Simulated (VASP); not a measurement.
Rh:

```
CELL_PARAMETERS angstrom
0.00000 1.89785 1.89785
1.89785 0.00000 1.89785
1.89785 1.89785 0.00000
ATOMIC_POSITIONS crystal
Rh 0.00000 0.00000 0.00000
```

* Program: VASP 6.6.1
* Task: relaxation of cell and atoms
* Functional: revPBE
* Potentials or basis: VASP PAW PBE potentials, release 64 (Rh_pv)
* Cutoff: 600 eV
* k mesh: 12 × 12 × 12
* Occupations: fermi-dirac, width 0.05 eV
* Spin: no spin polarisation

At the start: pressure 10.8 GPa; volume 13.67 Å³/atom.

**Question.** How do energy, volume and symmetry change on relaxing?

**Answer.** Over 4 steps the energy falls by 17.4 meV/atom and the volume is 14.22 Å³/atom (+4.0 %); space group Fm-3m (No. 225, to 0.05 Å).

The path:
| step | energy change (eV) | largest force (eV/Å) | pressure (GPa) | volume (Å³) |
| --- | --- | --- | --- | --- |
| 1 | 0.0000 | 0.0000 | 10.77 | 13.67 |
| 2 | 0.0637 | 0.0000 | -17.37 | 15.57 |
| 3 | -0.0174 | 0.0000 | -0.31 | 14.24 |
| 4 | -0.0174 | 0.0000 | -0.02 | 14.22 |

Final structure:
```
Rh
1.0
     0.00000    1.92290    1.92290
     1.92290    0.00000    1.92290
     1.92290    1.92290    0.00000
Rh
1
Direct
  0.00000 0.00000 0.00000
```

Caveat: the PAW data sets were made with another functional, which shifts forces and pressure a little.
